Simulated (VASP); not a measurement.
# PbSe (Pm-3m) in VASP: further runs

Aim: see how the results for PbSe move with the level of theory and the settings. Levels: PBE+D4, BLYP. Tasks: single point.

Program: VASP 6.6.1. These are calculated values, not measurements. Logs are shortened: lines on timing, memory, paths and dates and some standing lists are left out, and cuts for length are marked.

### 1 The cell of the first run

Symmetry: Pm-3m, No. 221, cubic system. Conventional cell: a = 3.725 Å, b = 3.725 Å, c = 3.725 Å, α = 90.00°, β = 90.00°, γ = 90.00°. Within 4.2 Å of Pb (site symmetry m-3m) lie 8 Se at 3.23 Å and 6 Pb at 3.72 Å. Within 4.2 Å of Se (site symmetry m-3m) lie 8 Pb at 3.23 Å and 6 Se at 3.72 Å.

### 2 Single point, PBE+D4

INCAR reads:

```
SYSTEM = PbSe
PREC = Accurate
ENCUT = 520
EDIFF = 1E-6
ISMEAR = -1
SIGMA = 0.05
LREAL = .False.
LASPH = .True.
NELM = 100
ALGO = Normal
ISIF = 2
LWAVE = .False.
LCHARG = .True.
GGA = PE
IVDW = 13
LELF = .True.
LVHAR = .True.
NBANDS = 17
```

KPOINTS reads:

```
regular mesh
0
Gamma
  7 7 7
  0 0 0
```

POSCAR reads:

```
PbSe
1.0
    3.7246745311      0.0000000000      0.0000000000
    0.0000000000      3.7246745311      0.0000000000
    0.0000000000      0.0000000000      3.7246745311
Pb Se
1 1
Direct
    0.0000000000      0.0000000000      0.0000000000
    0.5000000000      0.5000000000      0.5000000000
```

Potentials or basis: VASP PAW PBE potentials, release 64 (Pb_d, Se).

The run is started by

```
$ cat potpaw_PBE.64/Pb_d/POTCAR potpaw_PBE.64/Se/POTCAR > POTCAR
$ mpirun -np 1 vasp_std > vasp.out
```

OUTCAR:

```text
SYSTEM = PbSe
   PREC = Accurate
   ENCUT = 520
   EDIFF = 1E-6
   ISMEAR = -1
   LREAL = .False.
   LASPH = .True.
   NELM = 100
   ISIF = 2
   GGA = PE
   IVDW = 13

 ion  position               nearest neighbor table
   1  0.000  0.000  0.000-   2 3.23   2 3.23   2 3.23   2 3.23   2 3.23   2 3.23   2 3.23   2 3.23

   2  0.500  0.500  0.500-   1 3.23   1 3.23   1 3.23   1 3.23   1 3.23   1 3.23   1 3.23   1 3.23

  LATTYP: Found a simple cubic cell.
 ALAT       =     3.7246745311

  Lattice vectors:

 A1 = (   3.7246745311,   0.0000000000,   0.0000000000)
 A2 = (   0.0000000000,   3.7246745311,   0.0000000000)
 A3 = (   0.0000000000,   0.0000000000,   3.7246745311)

Analysis of symmetry for initial positions (statically):
=====================================================================
 Subroutine PRICEL returns:
 Original cell was already a primitive cell.

 Routine SETGRP: Setting up the symmetry group for a
 simple cubic supercell.

 Subroutine GETGRP returns: Found 48 space group operations
 (whereof 48 operations were pure point group operations)
 out of a pool of 48 trial point group operations.

The static configuration has the point symmetry O_h .

Analysis of symmetry for dynamics (positions and initial velocities):
=====================================================================
 Subroutine PRICEL returns:
 Original cell was already a primitive cell.

 Routine SETGRP: Setting up the symmetry group for a
 simple cubic supercell.

 Subroutine GETGRP returns: Found 48 space group operations
 (whereof 48 operations were pure point group operations)
 out of a pool of 48 trial point group operations.

The dynamic configuration has the point symmetry O_h .

 Subroutine INISYM returns: Found 48 space group operations
 (whereof 48 operations are pure point group operations),
 and found     1 'primitive' translations

----------------------------------------------------------------------------------------

                                     Primitive cell

  volume of cell :      51.6732

  direct lattice vectors                    reciprocal lattice vectors
     3.724674531  0.000000000  0.000000000     0.268479834  0.000000000  0.000000000
     0.000000000  3.724674531  0.000000000     0.000000000  0.268479834  0.000000000
     0.000000000  0.000000000  3.724674531     0.000000000  0.000000000  0.268479834

  length of vectors
     3.724674531  3.724674531  3.724674531     0.268479834  0.268479834  0.268479834

  position of ions in fractional coordinates (direct lattice)
     0.000000000  0.000000000  0.000000000
     0.500000000  0.500000000  0.500000000

  ion indices of the primitive-cell ions
   primitive index   ion index
                 1           1
                 2           2

----------------------------------------------------------------------------------------

 KPOINTS: regular mesh

Automatic generation of k-mesh.
 Grid dimensions read from file:
 generate k-points for:    7    7    7

 Generating k-lattice:

  Cartesian coordinates                     Fractional coordinates (reciprocal lattice)
     0.038354262  0.000000000  0.000000000     0.142857143  0.000000000  0.000000000
     0.000000000  0.038354262  0.000000000     0.000000000  0.142857143  0.000000000
     0.000000000  0.000000000  0.038354262     0.000000000  0.000000000  0.142857143

  Length of vectors
     0.038354262  0.038354262  0.038354262

  Shift w.r.t. Gamma in fractional coordinates (k-lattice)
     0.000000000  0.000000000  0.000000000

 Subroutine IBZKPT returns following result:
 ===========================================

 Found     20 irreducible k-points:

 Following reciprocal coordinates:
            Coordinates               Weight
  0.000000  0.000000  0.000000      1.000000
  0.142857  0.000000  0.000000      6.000000
  0.285714  0.000000  0.000000      6.000000
  0.428571  0.000000  0.000000      6.000000
  0.142857  0.142857  0.000000     12.000000
  0.285714  0.142857  0.000000     24.000000
[... 12 lines left out ...]
  0.428571  0.428571  0.285714     24.000000
  0.428571  0.428571  0.428571      8.000000
   k-points           NKPTS =     20   k-points in BZ     NKDIM =     20   number of bands    NBANDS=     17
   number of dos      NEDOS =    301   number of ions     NIONS =      2
   total plane-waves  NPLWV =  21952
   dimension x,y,z NGX =    28 NGY =   28 NGZ =   28
   dimension x,y,z NGXF=    56 NGYF=   56 NGZF=   56
   ions per type =               1   1
   NGX,Y,Z   is equivalent  to a cutoff of  12.50, 12.50, 12.50 a.u.
   NGXF,Y,Z  is equivalent  to a cutoff of  24.99, 24.99, 24.99 a.u.
 SYSTEM =  PbSe
   PREC   = accura    normal or accurate (medium, high low for compatibility)
   ISTART =      0    job   : 0-new  1-cont  2-samecut
   ICHARG =      2    charge: 1-file 2-atom 10-const
   ISPIN  =      1    spin polarized calculation?
   LNONCOLLINEAR =      F non collinear calculations
   LSORBIT =      F    spin-orbit coupling
   LASPH  =      T    aspherical Exc in radial PAW
   ENCUT  =  520.0 eV  38.22 Ry    6.18 a.u.   6.93  6.93  6.93*2*pi/ulx,y,z
   NELM   =    100;   NELMIN=  2; NELMDL= -5     # of ELM steps
   EDIFF  = 0.1E-05   stopping-criterion for ELM
   LREAL  =      F    real-space projection
   EDIFFG = 0.1E-04   stopping-criterion for IOM
   NSW    =      0    number of steps for IOM
   IBRION =     -1    ionic relax: 0-MD 1-quasi-New 2-CG
   NFREE  =      0    steps in history (QN), initial steepest desc. (CG)
   ISIF   =      2    stress and relaxation
   ISYM   =      2    0-nonsym 1-usesym 2-fastsym
   POTIM  = 0.5000    time-step for ionic-motion
   TEBEG  =    0.0;   TEEND  =   0.0 temperature during run
   PSTRESS=    0.0 pullay stress
   NELECT =      20.0000    total number of electrons
   NUPDOWN=      -1.0000    fix difference up-down
   EMIN   =  10.00;   EMAX   =-10.00  energy-range for DOS
   EFERMI =   0.00;   METHOD = LEGACY
   ISMEAR =    -1;   SIGMA  =   0.05  broadening in eV -4-tet -1-fermi 0-gaus
   EFERMI_NEDOS =   21; number of points for ismear=-14 and -15
   IALGO  =     38    algorithm
   IMIX   =      4    mixing-type and parameters
     AMIX     =   0.40;   BMIX     =  1.00
     AMIX_MAG =   1.60;   BMIX_MAG =  1.00
  volume/ion in A,a.u.               =      25.84       174.35
  Fermi-wavevector in a.u.,A,eV,Ry     =   1.193062  2.254561 19.366505  1.423398
  Thomas-Fermi vector in A             =   2.329086
   LORBIT       =      0    0 simple, 1 ext, 2 COOP (PROOUT), +10 PAW based schemes
   GGA     = PE    functional components
   LHFCALC =     F    Hartree Fock is set to
   AEXX    =    0.0000 exact exchange contribution
   IVDW    =    13    specifies the selected vdW correction
   LEPSILON=     F    determine dielectric tensor
   LRPA    =     F    only Hartree local field effects (RPA)
 non-spin polarized calculation
  energy-cutoff  :      520.00
  volume of cell :       51.67
 maximum number of plane-waves:      1406
 NGX is ok and might be reduce to    28
   NGX = 13   NGY = 13   NGZ = 13

 number of electron      20.0000003 magnetization

 Free energy of the ion-electron system (eV)
  ---------------------------------------------------
  ext. energy  EPLUGINS =         0.00000000
  ---------------------------------------------------
  free energy    TOTEN  =        -7.70265924 eV

  energy without entropy =       -7.69287114  energy(sigma->0) =       -7.69776519

 E-fermi :   5.8334     XC(G=0): -10.1818

 val. band max:        5.7838791753   @ k =   0.4286   0.4286   0.0000
 cond. band min:       5.8553194102   @ k =   0.1429   0.1429   0.1429
 fundamental gap:      0.0714402349
 Fermi energy:         5.8333901788

 k-point     1 :       0.0000    0.0000    0.0000
  band No.  band energies     occupation
      1     -11.0823      2.00000
      2     -11.0823      2.00000
      3     -10.9095      2.00000
      4     -10.9095      2.00000
      5     -10.9095      2.00000
      6      -7.6658      2.00000
[... 9 lines left out ...]
     16      17.7733      0.00000
     17      18.8646      0.00000

 k-point     2 :       0.1429    0.0000    0.0000
  band No.  band energies     occupation
      1     -11.0807      2.00000
      2     -11.0570      2.00000
      3     -10.9192      2.00000
      4     -10.9192      2.00000
      5     -10.9087      2.00000
      6      -7.5053      2.00000
[... 9 lines left out ...]
     16      17.9029      0.00000
     17      18.2354      0.00000

 k-point     3 :       0.2857    0.0000    0.0000
  band No.  band energies     occupation
      1     -11.0772      2.00000
      2     -11.0006      2.00000
      3     -10.9407      2.00000
      4     -10.9407      2.00000
      5     -10.9068      2.00000
      6      -7.0709      2.00000
[... 9 lines left out ...]
     16      15.9440      0.00000
     17      18.4709      0.00000

 k-point     4 :       0.4286    0.0000    0.0000
  band No.  band energies     occupation
      1     -11.0744      2.00000
      2     -10.9578      2.00000
      3     -10.9578      2.00000
      4     -10.9557      2.00000
      5     -10.9052      2.00000
      6      -6.5899      2.00000
[... 9 lines left out ...]
     16      18.1710      0.00000
     17      18.9606      0.00000

 k-point     5 :       0.1429    0.1429    0.0000
  band No.  band energies     occupation
      1     -11.0675      2.00000
      2     -11.0430      2.00000
      3     -10.9313      2.00000
      4     -10.9191      2.00000
      5     -10.9171      2.00000
      6      -7.3465      2.00000
[... 9 lines left out ...]
     16      16.6453      0.00000
     17      17.1614      0.00000

 k-point     6 :       0.2857    0.1429    0.0000
  band No.  band energies     occupation
      1     -11.0599      2.00000
      2     -10.9900      2.00000
      3     -10.9581      2.00000
      4     -10.9392      2.00000
      5     -10.9156      2.00000
      6      -6.9214      2.00000
[... 9 lines left out ...]
     16      16.1528      0.00000
     17      16.8555      0.00000

 k-point     7 :       0.4286    0.1429    0.0000
  band No.  band energies     occupation
      1     -11.0565      2.00000
      2     -10.9792      2.00000
      3     -10.9559      2.00000
      4     -10.9449      2.00000
      5     -10.9138      2.00000
      6      -6.4609      2.00000
[... 9 lines left out ...]
     16      17.3174      0.00000
     17      17.6545      0.00000

 k-point     8 :       0.2857    0.2857    0.0000
  band No.  band energies     occupation
      1     -11.0363      2.00000
      2     -10.9961      2.00000
      3     -10.9510      2.00000
      4     -10.9372      2.00000
      5     -10.9342      2.00000
      6      -6.5344      2.00000
[... 9 lines left out ...]
     16      15.8262      0.00000
     17      16.4058      0.00000
[... 123 lines left out ...]
      1     -11.0204      2.00000
      2     -11.0003      2.00000
      3     -10.9664      2.00000
      4     -10.9447      2.00000
      5     -10.9078      2.00000
      6      -6.0576      2.00000
[... 9 lines left out ...]
     16      15.7901      0.00000
     17      18.1016      0.00000

 k-point    16 :       0.4286    0.4286    0.1429
  band No.  band energies     occupation
      1     -11.0525      2.00000
      2     -10.9843      2.00000
      3     -10.9619      2.00000
      4     -10.9610      2.00000
      5     -10.8723      2.00000
      6      -5.7973      2.00000
[... 9 lines left out ...]
     16      16.3568      0.00000
     17      17.8081      0.00000

 k-point    17 :       0.2857    0.2857    0.2857
  band No.  band energies     occupation
      1     -10.9948      2.00000
      2     -10.9728      2.00000
      3     -10.9728      2.00000
      4     -10.9469      2.00000
      5     -10.9469      2.00000
      6      -6.1243      2.00000
[... 9 lines left out ...]
     16      15.9350      0.00000
     17      19.5438      0.00000

 k-point    18 :       0.4286    0.2857    0.2857
  band No.  band energies     occupation
      1     -11.0145      2.00000
      2     -10.9930      2.00000
      3     -10.9704      2.00000
      4     -10.9454      2.00000
      5     -10.8981      2.00000
      6      -5.8515      2.00000
[... 9 lines left out ...]
     16      16.9774      0.00000
     17      20.0874      0.00000

 k-point    19 :       0.4286    0.4286    0.2857
  band No.  band energies     occupation
      1     -11.0325      2.00000
      2     -10.9918      2.00000
      3     -10.9900      2.00000
      4     -10.9209      2.00000
      5     -10.8709      2.00000
      6      -5.6698      2.00000
[... 9 lines left out ...]
     16      18.1699      0.00000
     17      20.7140      0.00000

 k-point    20 :       0.4286    0.4286    0.4286
  band No.  band energies     occupation
      1     -11.0189      2.00000
      2     -11.0129      2.00000
      3     -11.0129      2.00000
      4     -10.8698      2.00000
      5     -10.8698      2.00000
      6      -5.5597      2.00000
[... 9 lines left out ...]
     16      19.2787      0.00000
     17      23.0669      0.00000

------------------------ aborting loop because EDIFF is reached ----------------------------------------

  DFT-D4 for vdW energy calculation

  Edisp (eV):   -0.87891

  FORCE on cell =-STRESS in cart. coord.  units (eV):
  Direction    XX          YY          ZZ          XY          YZ          ZX
  --------------------------------------------------------------------------------------
  -------------------------------------------------------------------------------------
  Total      -0.01898    -0.01898    -0.01898     0.00000     0.00000    -0.00000
  in kB      -0.58839    -0.58839    -0.58839     0.00000     0.00000    -0.00000
  external pressure =       -0.59 kB  Pullay stress =        0.00 kB

 VOLUME and BASIS-vectors are now :
 -----------------------------------------------------------------------------
  energy-cutoff  :      520.00
  volume of cell :       51.67
      direct lattice vectors                 reciprocal lattice vectors
     3.724674531  0.000000000  0.000000000     0.268479834  0.000000000  0.000000000
     0.000000000  3.724674531  0.000000000     0.000000000  0.268479834  0.000000000
     0.000000000  0.000000000  3.724674531     0.000000000  0.000000000  0.268479834

 POSITION                                       TOTAL-FORCE (eV/Angst)
 -----------------------------------------------------------------------------------
      0.00000      0.00000      0.00000         0.000000      0.000000      0.000000
      1.86234      1.86234      1.86234         0.000000      0.000000      0.000000
 -----------------------------------------------------------------------------------
    total drift:                               -0.000000      0.000000     -0.000000

  FREE ENERGIE OF THE ION-ELECTRON SYSTEM (eV)
  ---------------------------------------------------
  free  energy   TOTEN  =        -8.5815687338 eV

  energy  without entropy=       -8.5717806390  energy(sigma->0) =       -8.57667469
```

Run time: 8.6 s. Hardware: 1 thread of Intel Xeon Platinum 8559C (Emerald Rapids), shared host; peak memory 0.16 GiB.

What came out:

```yaml
Free_energy: -8.5816 eV
Pressure: -0.1 GPa
Band_gap_on_the_k_mesh: zero (band 10 reaches 5.86 eV, above the bottom of band 11 at 5.60 eV)
Dispersion_energy_per_atom: -0.439 eV
```

Caveat: spin-orbit coupling is left out, which moves the levels of the heavy elements; pairwise dispersion overbinds metals, which lowers pressure and volume.

### 3 Single point, BLYP

This run uses another cell than the first one, of 27.10 Å³/atom, 1.049 times its volume.

INCAR reads:

```
SYSTEM = PbSe
AGGAC = 1.0
AGGAX = 1.0
ALDAC = 0.0
ALDAX = 1.0
ALGO = Normal
EDIFF = 1E-6
ENCUT = 520
GGA = B5
ISIF = 2
ISMEAR = -1
LASPH = .True.
LCHARG = .False.
LREAL = .False.
LWAVE = .False.
NBANDS = 17
NELM = 60
PREC = Accurate
SIGMA = 0.05
```

KPOINTS reads:

```
k-points
0
Gamma
  7 7 7
  0 0 0
```

POSCAR reads:

```
PbSe
1.0
    3.7843220000      0.0000000000      0.0000000000
    0.0000000000      3.7843220000      0.0000000000
    0.0000000000      0.0000000000      3.7843220000
Pb Se
1 1
Direct
    0.0000000000      0.0000000000      0.0000000000
    0.5000000000      0.5000000000      0.5000000000
```

Potentials or basis: VASP PAW PBE potentials, release 64 (Pb_d, Se).

The run is started by

```
$ cat potpaw_PBE.64/Pb_d/POTCAR potpaw_PBE.64/Se/POTCAR > POTCAR
$ mpirun -np 1 vasp_std > vasp.out
```

It took 16 s on 1 thread of Intel Xeon Platinum 8559C (Emerald Rapids), shared host; peak memory 0.16 GiB.

The run converged. Its results:

```yaml
Free_energy: -6.4646 eV
Pressure: 4.0 GPa
Band_gap_on_the_k_mesh: zero (band 10 reaches 5.73 eV, above the bottom of band 11 at 5.70 eV)
```

Levels at points of the mesh, in eV from the Fermi level:
| k point | band 7 | band 8 | band 9 | band 10 | band 11 | band 12 | band 13 | band 14 |
| --- | --- | --- | --- | --- | --- | --- | --- | --- |
| (0.00, 0.00, 0.00) | -7.16 | -1.45 | -1.45 | -1.45 | 5.50 | 5.50 | 5.95 | 5.95 |

Caveat: the PAW data sets were made with another functional, which shifts forces and pressure a little; spin-orbit coupling is left out, which moves the levels of the heavy elements.
